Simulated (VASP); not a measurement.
Input of a VASP 6.6.1 run:

The input INCAR:

```
  ALGO = Fast
  EDIFF = 1E-6
  ENCUT = 520
  GGA = PS
  ISIF = 2
  ISMEAR = 0
  LASPH = T
  LCHARG = T
  LELF = T
  LREAL = F
  LVHAR = T
  LWAVE = F
  NBANDS = 17
  NELM = 100
  PREC = Accurate
  SIGMA = 0.15
```

Contents of KPOINTS:

```
k-points
0
Gamma
  18 18 10
```

POSCAR

```
Pt
1.0
    2.9160000000      0.0000000000      0.0000000000
   -1.4580000000      2.5253300774      0.0000000000
    0.0000000000      0.0000000000      4.9423000000
Pt
2
Direct
    0.6666666667      0.3333333333      0.7500000000
    0.3333333333      0.6666666667      0.2500000000
```

Potentials or basis: VASP PAW PBE potentials, release 64 (Pt).

Launch:

```bash
$ cat potpaw_PBE.64/Pt/POTCAR > POTCAR
$ mpirun -np 1 vasp_std > vasp.out
```

(1) Predict the band gap on the k mesh.

(2) Estimate the pressure.

Answers

(1) zero (bands 10 and 11 overlap by 0.96 eV).

(2) -31.7 GPa.

Caveat: the cell stands under tension; the PAW data sets were made with another functional, which shifts forces and pressure a little; spin-orbit coupling is left out, which moves the levels of the heavy elements.
